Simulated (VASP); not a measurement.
# BN (I-4m2) in VASP: single point with r2SCAN

Aim: the single point of BN with r2SCAN.

All numbers are computed with VASP 6.6.1; they aren't measurements. Logs are shortened: lines on timing, memory, paths and dates and some standing lists are left out, and cuts for length are marked.

## (1) The cell of the first run

Symmetry: I-4m2, No. 119, tetragonal system. The conventional cell has a = 2.526 Å, b = 2.526 Å, c = 3.626 Å, α = 90.00°, β = 90.00°, γ = 90.00°. Within 2.1 Å of B (site symmetry -4m2) lie 4 N at 1.55 Å. N (site symmetry -4m2) has 4 B at 1.55 Å within 2.1 Å.

## (2) Single point, r2SCAN (strain -0.015 along x and y, +0.000 along z)

POSCAR reads:

```
BN
1.0
    0.0000000000      1.7858059850      1.8130010000
    1.7858059850      0.0000000000      1.8130010000
    1.7858059850      1.7858059850      0.0000000000
B N
1 1
Direct
    0.0000000000      0.0000000000      0.0000000000
    0.7500000000      0.7500000000      0.7500000000
```

INCAR.step1 reads:

```
PREC = Accurate ; ENCUT = 1460
ISMEAR = 0 ; SIGMA = 0.05
LREAL = F ; LASPH = T
NELM = 120 ; NBANDS = 11
GGA = PE ; ALGO = Normal
EDIFF = 1E-5 ; LWAVE = T
LCHARG = F ; GGA_COMPAT = F
```

INCAR.step2 reads:

```
PREC = Accurate ; ENCUT = 1460
EDIFF = 1E-6 ; ISMEAR = 0
SIGMA = 0.05 ; LREAL = F
LASPH = T ; NELM = 120
ALGO = Normal ; ISIF = 2
LWAVE = F ; LCHARG = F
METAGGA = R2SCAN ; LMIXTAU = T
NBANDS = 11 ; ISTART = 1
GGA_COMPAT = F
```

KPOINTS reads:

```
Automatic mesh
0
Gamma
  12 12 12
```

Potentials or basis: VASP PAW PBE potentials, release 64 (B_h, N_h).

On the command line:

```console
$ cat potpaw_PBE.64/B_h/POTCAR potpaw_PBE.64/N_h/POTCAR > POTCAR
$ cp INCAR.step1 INCAR
$ mpirun -np 1 vasp_std > vasp.out
$ cp INCAR.step2 INCAR
$ mpirun -np 1 vasp_std > vasp.out
```

OUTCAR:

```text
PREC = Accurate
   ENCUT = 1460
   EDIFF = 1E-6
   ISMEAR = 0
   LREAL = F
   LASPH = T
   NELM = 120
   ISIF = 2
   METAGGA = R2SCAN
   ISTART = 1

 ion  position               nearest neighbor table
   1  0.000  0.000  0.000-
   2  0.750  0.750  0.750-

  LATTYP: Found a body centered tetragonal cell.
 ALAT       =     2.5255110438
 C/A-ratio  =     1.4357498095

  Lattice vectors:

 A1 = (  -1.7858059850,   0.0000000000,   1.8130010000)
 A2 = (   1.7858059850,   0.0000000000,   1.8130010000)
 A3 = (   0.0000000000,   1.7858059850,  -1.8130010000)

Analysis of symmetry for initial positions (statically):
=====================================================================
 Subroutine PRICEL returns:
 Original cell was already a primitive cell.

 Routine SETGRP: Setting up the symmetry group for a
 body centered tetragonal supercell.

 Subroutine GETGRP returns: Found  8 space group operations
 (whereof  8 operations were pure point group operations)
 out of a pool of 16 trial point group operations.

The static configuration has the point symmetry D_2d.

Analysis of symmetry for dynamics (positions and initial velocities):
=====================================================================
 Subroutine PRICEL returns:
 Original cell was already a primitive cell.

 Routine SETGRP: Setting up the symmetry group for a
 body centered tetragonal supercell.

 Subroutine GETGRP returns: Found  8 space group operations
 (whereof  8 operations were pure point group operations)
 out of a pool of 16 trial point group operations.

The dynamic configuration has the point symmetry D_2d.

 Subroutine INISYM returns: Found  8 space group operations
 (whereof  8 operations are pure point group operations),
 and found     1 'primitive' translations

----------------------------------------------------------------------------------------

                                     Primitive cell

  volume of cell :      11.5637

  direct lattice vectors                    reciprocal lattice vectors
     0.000000000  1.785805985  1.813001000    -0.279985622  0.279985622  0.275785838
     1.785805985  0.000000000  1.813001000     0.279985622 -0.279985622  0.275785838
     1.785805985  1.785805985  0.000000000     0.279985622  0.279985622 -0.275785838

  length of vectors
[... 86 lines left out ...]
   IBRION =     -1    ionic relax: 0-MD 1-quasi-New 2-CG
   NFREE  =      0    steps in history (QN), initial steepest desc. (CG)
   ISIF   =      2    stress and relaxation
   ISYM   =      2    0-nonsym 1-usesym 2-fastsym
   POTIM  = 0.5000    time-step for ionic-motion
   TEBEG  =    0.0;   TEEND  =   0.0 temperature during run
   PSTRESS=    0.0 pullay stress
   NELECT =       8.0000    total number of electrons
   NUPDOWN=      -1.0000    fix difference up-down
   EMIN   =  10.00;   EMAX   =-10.00  energy-range for DOS
   EFERMI =   0.00;   METHOD = LEGACY
   ISMEAR =     0;   SIGMA  =   0.05  broadening in eV -4-tet -1-fermi 0-gaus
   EFERMI_NEDOS =   21; number of points for ismear=-14 and -15
   IALGO  =     38    algorithm
   IMIX   =      4    mixing-type and parameters
     AMIX     =   0.40;   BMIX     =  1.00
     AMIX_MAG =   1.60;   BMIX_MAG =  1.00
  volume/ion in A,a.u.               =       5.78        39.02
  Fermi-wavevector in a.u.,A,eV,Ry     =   1.447902  2.736139 28.523545  2.096421
  Thomas-Fermi vector in A             =   2.565804
   LORBIT       =      0    0 simple, 1 ext, 2 COOP (PROOUT), +10 PAW based schemes
   METAGGA = R2SCAN    functional components
   LHFCALC =     F    Hartree Fock is set to
   AEXX    =    0.0000 exact exchange contribution
   IVDW    =     0    specifies the selected vdW correction
   LEPSILON=     F    determine dielectric tensor
   LRPA    =     F    only Hartree local field effects (RPA)
 non-spin polarized calculation
 Gauss-broadening in eV      SIGMA  =   0.05
  energy-cutoff  :     1460.00
  volume of cell :       11.56
 maximum number of plane-waves:      1480
   NGX = 15   NGY = 15   NGZ = 15

 number of electron       8.0000000 magnetization

 Free energy of the ion-electron system (eV)
  ---------------------------------------------------
  ext. energy  EPLUGINS =         0.00000000
  ---------------------------------------------------
  free energy    TOTEN  =       -19.19650136 eV

  energy without entropy =      -19.19650136  energy(sigma->0) =      -19.19650136

 E-fermi :   9.5216     XC(G=0): -13.8701

 val. band max:        9.2733787943   @ k =   0.0000   0.0000   0.0000
 cond. band min:      14.1498913598   @ k =   0.5000   0.0000   0.5000
 fundamental gap:      4.8765125655
 Fermi energy:         9.5216153328

 k-point     1 :       0.0000    0.0000    0.0000
  band No.  band energies     occupation
      1     -12.3080      2.00000
      2       9.1152      2.00000
      3       9.2734      2.00000
      4       9.2734      2.00000
      5      18.8410      0.00000
      6      18.8410      0.00000
      7      18.9518      0.00000
      8      20.6489      0.00000
      9      35.7854      0.00000
     10      37.7472      0.00000
     11      38.7561      0.00000
[... 309 lines left out ...]
 k-point    24 :      -0.4167    0.1667    0.0000
  band No.  band energies     occupation
      1      -7.5249      2.00000
      2      -1.3424      2.00000
      3       4.7186      2.00000
      4       6.6425      2.00000
      5      19.5353      0.00000
      6      22.3834      0.00000
      7      22.5650      0.00000
      8      26.3158      0.00000
      9      32.0057      0.00000
     10      36.0767      0.00000
     11      37.8960      0.00000

 [... further k-points ...]

------------------------ aborting loop because EDIFF is reached ----------------------------------------

  FORCE on cell =-STRESS in cart. coord.  units (eV):
  Direction    XX          YY          ZZ          XY          YZ          ZX
  --------------------------------------------------------------------------------------
  -------------------------------------------------------------------------------------
  Total        0.6976937      0.6976937     -0.0381088      0.0000000      0.0000000      0.0000000
  in kB       96.6671239     96.6671239     -5.2800672      0.0000000      0.0000000      0.0000000
  external PRESSURE =      62.6847269 kB  Pullay stress =       0.0000000 kB

 VOLUME and BASIS-vectors are now :
 -----------------------------------------------------------------------------
  energy-cutoff  :     1460.00
  volume of cell :       11.56
      direct lattice vectors                 reciprocal lattice vectors
     0.000000000  1.785805985  1.813001000    -0.279985622  0.279985622  0.275785838
     1.785805985  0.000000000  1.813001000     0.279985622 -0.279985622  0.275785838
     1.785805985  1.785805985  0.000000000     0.279985622  0.279985622 -0.275785838

 POSITION                                       TOTAL-FORCE (eV/Angst)
 -----------------------------------------------------------------------------------
      0.00000      0.00000      0.00000        -0.000000     -0.000000      0.000000
      2.67871      2.67871      2.71950         0.000000      0.000000     -0.000000
 -----------------------------------------------------------------------------------
    total drift:                                0.000000      0.000000      0.000000

  FREE ENERGIE OF THE ION-ELECTRON SYSTEM (eV)
  ---------------------------------------------------
  free  energy   TOTEN  =       -19.1965013633 eV

  energy  without entropy=      -19.1965013633  energy(sigma->0) =      -19.19650136
```

OSZICAR.step1:

```text
N       E                     dE             d eps       ncg     rms          rms(c)
DAV:   1     0.306929867523E+02    0.30693E+02   -0.84313E+03  3586   0.160E+03
DAV:   2    -0.164766032319E+02   -0.47170E+02   -0.43998E+02  4837   0.222E+02
DAV:   3    -0.184174253722E+02   -0.19408E+01   -0.19340E+01  4365   0.385E+01
DAV:   4    -0.184240616137E+02   -0.66362E-02   -0.66357E-02  3914   0.263E+00
DAV:   5    -0.184240861857E+02   -0.24572E-04   -0.24572E-04  4174   0.164E-01    0.610E+00
DAV:   6    -0.175384139679E+02    0.88567E+00   -0.28940E+00  3679   0.961E+00    0.238E+00
DAV:   7    -0.174689836534E+02    0.69430E-01   -0.13542E-01  4133   0.300E+00    0.123E+00
DAV:   8    -0.174558375786E+02    0.13146E-01   -0.38983E-02  4027   0.141E+00    0.146E-01
DAV:   9    -0.174561369646E+02   -0.29939E-03   -0.22758E-03  3837   0.329E-01    0.703E-02
DAV:  10    -0.174561854851E+02   -0.48521E-04   -0.22094E-04  4076   0.128E-01    0.124E-02
DAV:  11    -0.174561913898E+02   -0.59047E-05   -0.20178E-05  3968   0.408E-02
   1 F= -.17456191E+02 E0= -.17456191E+02  d E =-.246859E-18
```

Wall time 1.8 min (1 thread of Intel Xeon Platinum 8488C (Sapphire Rapids), shared host); peak memory 0.24 GiB.

What came out:

```yaml
Free_energy: -19.1965 eV
Pressure: 6.3 GPa
Band_gap_on_the_k_mesh: 4.88 eV (least direct gap 9.57 eV)
```

Stress tensor (GPa, compression positive):
```
 9.67  0.00  0.00
 0.00  9.67  0.00
 0.00  0.00 -0.53
```

Caveat: the cell differs from its parent crystal (strain -0.015 along x and y, +0.000 along z); the stress differs along the axes, from -1 to 10 GPa; the PAW data sets were made with another functional, which shifts forces and pressure a little. A k mesh can miss the band edges.
